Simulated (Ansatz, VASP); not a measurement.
**One calculation of NiSb, two programs**

```
Ni Sb
1.0
     3.92800    0.00000    0.00000
    -1.96400    3.40175    0.00000
     0.00000    0.00000    5.12000
Ni Sb
2 2
Direct
  0.00000 0.00000 0.00977
  0.00000 0.00000 0.50000
  0.33333 0.66667 0.25000
  0.66667 0.33333 0.75000
```

Alike in both runs: task single point; functional PBE; k mesh 12 × 12 × 8; occupations gaussian, width 0.05 eV; collinear spin.

|  | VASP | Ansatz |
| --- | --- | --- |
| version | VASP 6.6.1 | Ansatz 0.2.0 |
| potentials or method | VASP PAW PBE potentials, release 64 (Ni, Sb), cutoff 520 eV | scalar-relativistic, plane waves, PAW |
| valence electrons in the cell | 30 | 66 |

Ansatz gave:

| Item | Value |
| --- | --- |
| gap on the k mesh at the Fermi level (eV) | none |
| pressure (GPa) | 3.9 |
| traceless stress, the component that is largest in VASP (GPa) | -0.27 |
| rms of the force components (eV/Å) | 0.164 |
| net moment per atom (μB) | 0.00 |

Estimate VASP's values.

gap on the k mesh at the Fermi level (eV): none; pressure (GPa): 3.7; traceless stress, the component that is largest in VASP (GPa): -0.20; rms of the force components (eV/Å): 0.164; net moment per atom (μB): 0.00.

Atom by atom the forces differ by 0.001 eV/Å (rms over components). A gap of «none» marks a metal or a gap that the smearing closes. VASP's potentials hold 30 valence electrons a cell and Ansatz's 66, so a difference there can come from the potentials and not from the codes. Ansatz's warnings: no starting moments.

Spin-orbit coupling is off throughout.
